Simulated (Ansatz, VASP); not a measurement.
KZnF3 in VASP and in Ansatz

```
CELL_PARAMETERS angstrom
4.07439 0.00000 0.00000
0.00000 4.07439 0.00000
0.00000 0.00000 4.07439
ATOMIC_POSITIONS crystal
K 0.00000 0.00000 0.00000
Zn 0.50000 0.50000 0.50000
F 0.50000 0.50000 0.00000
F 0.00000 0.50000 0.50000
F 0.50000 0.00000 0.50000
```

Alike in both runs: functional r2SCAN; k mesh 8 × 8 × 8; occupations fermi-dirac, width 0.02 eV; no spin polarisation.

Ansatz relaxed the structure, and its values are those at the end. VASP's run is a single point on that final structure, the one shown.

|  | VASP | Ansatz |
| --- | --- | --- |
| version | VASP 6.6.1 | Ansatz 0.2.0 |
| potentials or method | VASP PAW PBE potentials, release 64 (K_sv, Zn, F), cutoff 520 eV | PAW plane waves |
| valence electrons in the cell | 42 | 42 |

```csv
,VASP,Ansatz,Ansatz less VASP
gap on the k mesh at the Fermi level (eV),4.53,4.58,+0.045
pressure (GPa),-1.5,-1.6,-0.11
```

VASP's potentials were made for PBE, not for r2SCAN. With one functional, cell and mesh, what is left measures potentials, basis and numerics. Ansatz's warnings: stress scf threshold loose.
